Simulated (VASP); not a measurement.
Wanted: the native input for a VASP 6.6.1 run.

```yaml
Task: relaxation of cell and atoms
Functional: r2SCAN
Potentials_or_basis: VASP PAW PBE potentials, release 64 (Li_sv, H, O)
Cutoff: 600 eV
k_mesh: 6 × 6 × 6
Occupations: gaussian, width 0.1 eV
Spin: no spin polarisation
Dipole_correction: no
Further_INCAR_settings: ALGO = Normal; EDIFF = 1e-06; IBRION = 2; EDIFFG = -0.04; NSW = 90; ISIF = 3
```

Crystal: LiH3O2.

```xyz
6
Lattice="4.3642 0.0000 0.0000 -2.1821 3.7795 0.0000 0.0000 0.0000 2.6574" Properties=species:S:1:pos:R:3 pbc="T T T"
Li    0.0000    0.0000    0.0000
H     2.1821    0.0000    1.3287
H     1.0910    1.8897    1.3287
H    -1.0910    1.8897    1.3287
O     0.0000    2.5197    0.0000
O     2.1821    1.2598    0.0000
```

The input as run:

POSCAR

```
LiH3O2
1.0
    4.3641637182      0.0000000000      0.0000000000
   -2.1820818591      3.7794766462      0.0000000000
    0.0000000000      0.0000000000      2.6574173281
Li H O
1 3 2
Direct
    0.0000000000      0.0000000000      0.0000000000
    0.5000000000      0.0000000000      0.5000000000
    0.5000000000      0.5000000000      0.5000000000
    0.0000000000      0.5000000000      0.5000000000
    0.3333333333      0.6666666667      0.0000000000
    0.6666666667      0.3333333333      0.0000000000
```

INCAR.step1

```
SYSTEM = LiH3O2
  PREC = Accurate
  ENCUT = 600
  ISMEAR = 0
  SIGMA = 0.1
  LREAL = .False.
  LASPH = .True.
  NELM = 100
  GGA = PE
  ALGO = Normal
  EDIFF = 1E-4
  LWAVE = .True.
  LCHARG = .False.
```

INCAR.step2

```
SYSTEM = LiH3O2
  PREC = Accurate
  ENCUT = 600
  EDIFF = 1E-6
  ISMEAR = 0
  SIGMA = 0.1
  LREAL = .False.
  LASPH = .True.
  NELM = 100
  ALGO = Normal
  ISIF = 3
  LWAVE = .False.
  LCHARG = .False.
  METAGGA = R2SCAN
  LMIXTAU = .True.
  IBRION = 2
  NSW = 90
  EDIFFG = -0.04
  ISTART = 1
```

KPOINTS

```
Automatic mesh
0
Gamma
  6 6 6
  0 0 0
```

Potentials or basis: VASP PAW PBE potentials, release 64 (Li_sv, H, O).

Command:

```bash
$ cat potpaw_PBE.64/Li_sv/POTCAR potpaw_PBE.64/H/POTCAR potpaw_PBE.64/O/POTCAR > POTCAR
$ cp INCAR.step1 INCAR
$ mpirun -np 1 vasp_std > vasp.out
$ cp INCAR.step2 INCAR
$ mpirun -np 1 vasp_std > vasp.out
```

Results of the run:

| Property | Result |
| --- | --- |
| Relaxed volume | 5.66 Å³/atom |
| Relaxed cell | a = 4.089 Å, b = 4.089 Å, c = 2.347 Å, α = 90.00°, β = 90.00°, γ = 120.00° |
| Space group after relaxing (to 0.05 Å) | P6/mmm (No. 191) |
| Energy gained by relaxing | 142.0 meV/atom |
| Ionic steps | 6 |
| Pressure after relaxing | -0.8 GPa |
| Band gap on the k mesh | zero (band 9 reaches 3.69 eV, above the bottom of band 10 at 3.28 eV) |

Caveat: the k points lie up to 0.45 Å⁻¹ apart in the final cell; the cutoff is under 1.25 times the usual one of these potentials, so pressure, stress and relaxed cells hold a basis-set (Pulay) error; the volume moved by over 15 % at a fixed basis, so the end points are rough; the PAW data sets were made with another functional, which shifts forces and pressure a little.

Wall time 2.3 min on 1 thread of Intel(R) Xeon(R) 6975P-C (Granite Rapids) (shared host), peak memory 0.18 GiB.
